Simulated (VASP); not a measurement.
A run of VASP 6.6.1 is set up as follows.

The input POSCAR:

```
Fe
1.0
   -1.4390000000      1.4390000000      1.4390000000
    1.4390000000     -1.4390000000      1.4390000000
    1.4390000000      1.4390000000     -1.4390000000
Fe
1
Direct
    0.0000000000      0.0000000000      0.0000000000
```

File INCAR.step1:

```
ALGO     = Normal         # electronic algorithm
EDIFF    = 1E-4           # SCF threshold, eV
ENCUT    = 520            # plane-wave cutoff, eV
GGA      = PE             # functional
ISMEAR   = 0              # smearing method
ISPIN    = 2              # spin polarisation
LASPH    = T              # aspherical terms in the spheres
LCHARG   = F              # write CHGCAR
LMAXMIX  = 4              # l up to which the mixer works
LREAL    = F              # projectors in reciprocal space
LWAVE    = T              # write WAVECAR
MAGMOM   = 3              # initial moments
NBANDS   = 14             # bands
NELM     = 150            # most SCF steps
NUPDOWN  = 3.0            # fixed moment
PREC     = Accurate       # precision mode
SIGMA    = 0.1            # smearing width, eV
```

INCAR.step2

```
ALGO     = Normal         # electronic algorithm
EDIFF    = 1E-7           # SCF threshold, eV
ENCUT    = 520            # plane-wave cutoff, eV
ISIF     = 2              # what is computed and relaxed
ISMEAR   = 0              # smearing method
ISPIN    = 2              # spin polarisation
ISTART   = 1            
LASPH    = T              # aspherical terms in the spheres
LCHARG   = F              # write CHGCAR
LMAXMIX  = 4              # l up to which the mixer works
LMIXTAU  = T            
LORBIT   = 11             # projections on sites
LREAL    = F              # projectors in reciprocal space
LWAVE    = F              # write WAVECAR
MAGMOM   = 3              # initial moments
METAGGA  = R2SCAN         # meta-GGA
NBANDS   = 14             # bands
NELM     = 150            # most SCF steps
NUPDOWN  = 3.0            # fixed moment
PREC     = Accurate       # precision mode
SIGMA    = 0.1            # smearing width, eV
```

File KPOINTS:

```
k-points
0
Gamma
  13 13 13
```

Potentials or basis: VASP PAW PBE potentials, release 64 (Fe).

The run is started by

```console
$ cat potpaw_PBE.64/Fe/POTCAR > POTCAR
$ cp INCAR.step1 INCAR
$ mpirun -np 1 vasp_std > vasp.out
$ cp INCAR.step2 INCAR
$ mpirun -np 1 vasp_std > vasp.out
```

Task: What does it give for the pressure?

Result: 7.4 GPa.

Caveat: the PAW data sets were made with another functional, which shifts forces and pressure a little; the total moment is fixed, so each spin has its own Fermi level.
